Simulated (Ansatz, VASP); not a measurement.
**One calculation of SiC, two programs**

Contents of POSCAR:

```
SiC
1.0
    2.8291794070      0.0000000000      0.0000000000
   -1.4145897035      2.4501412383      0.0000000000
    0.0000000000      0.0000000000      5.0481668526
Si C
2 2
Direct
    0.3333333333      0.6666666667      0.0046028828
    0.6666666667      0.3333333333      0.5046028828
    0.3333333333      0.6666666667      0.3803971172
    0.6666666667      0.3333333333      0.8803971172
```

Contents of INCAR.step1:

```
PREC = Accurate
ENCUT = 520
ISMEAR = 0
SIGMA = 0.05
LREAL = False
LASPH = True
NELM = 100
NBANDS = 16
GGA = PE
ALGO = Normal
EDIFF = 1E-4
LWAVE = True
LCHARG = False
```

Contents of INCAR.step2:

```
PREC = Accurate
ENCUT = 520
EDIFF = 1E-6
ISMEAR = 0
SIGMA = 0.05
LREAL = False
LASPH = True
NELM = 100
ALGO = Normal
ISIF = 2
LWAVE = False
LCHARG = True
METAGGA = R2SCAN
LMIXTAU = True
LELF = True
LVHAR = True
NBANDS = 16
ISTART = 1
```

Contents of KPOINTS:

```
regular mesh
0
Gamma
  12 12 6
```

Input for Ansatz:

```yaml
crystal:
  lattice:
    - [2.829179407, 0.0, 0.0]
    - [-1.4145897035, 2.4501412383, 0.0]
    - [0.0, 0.0, 5.0481668526]
  atoms:
    - { symbol: Si, position: [0.3333333333, 0.6666666667, 0.0046028828] }
    - { symbol: Si, position: [0.6666666667, 0.3333333333, 0.5046028828] }
    - { symbol: C, position: [0.3333333333, 0.6666666667, 0.3803971172] }
    - { symbol: C, position: [0.6666666667, 0.3333333333, 0.8803971172] }
basis:
  ecutwfc: 500
kpoints:
  mp_grid: { grid: [12, 12, 6] }
hamiltonian:
  xc: r2scan
scf:
  occupations: { method: gaussian, width: 0.05 }
output:
  forces: true
  stress: true
  eigenvalues: true
```

Change from the starting cell: strain -0.080 along x and y, +0.000 along z, atoms carried along.

Alike in both runs: task single point; functional r2SCAN; k mesh 12 × 12 × 6; occupations gaussian, width 0.05 eV; no spin polarisation.

```csv
,VASP,Ansatz
version,VASP 6.6.1,Ansatz 0.2.0
potentials or method,"VASP PAW PBE potentials, release 64 (Si, C), cutoff 520 eV","scalar-relativistic, plane waves, PAW"
valence electrons in the cell,16,16
```

```csv
,VASP,Ansatz,Ansatz less VASP
gap on the k mesh at the Fermi level (eV),1.95,1.95,-0.006
least direct gap on the mesh (eV),5.14,5.13,-0.013
pressure (GPa),55.3,55.7,+0.38
"traceless stress, the component that is largest in VASP (GPa)",-47.30,-47.09,+0.216
rms of the force components (eV/Å),0.797,0.806,+0.0089
```

VASP's potentials were made for PBE, not for r2SCAN. Atom by atom the forces differ by 0.009 eV/Å (rms over components). Both programs put the cell under a high pressure, so it lies far from rest at this level.
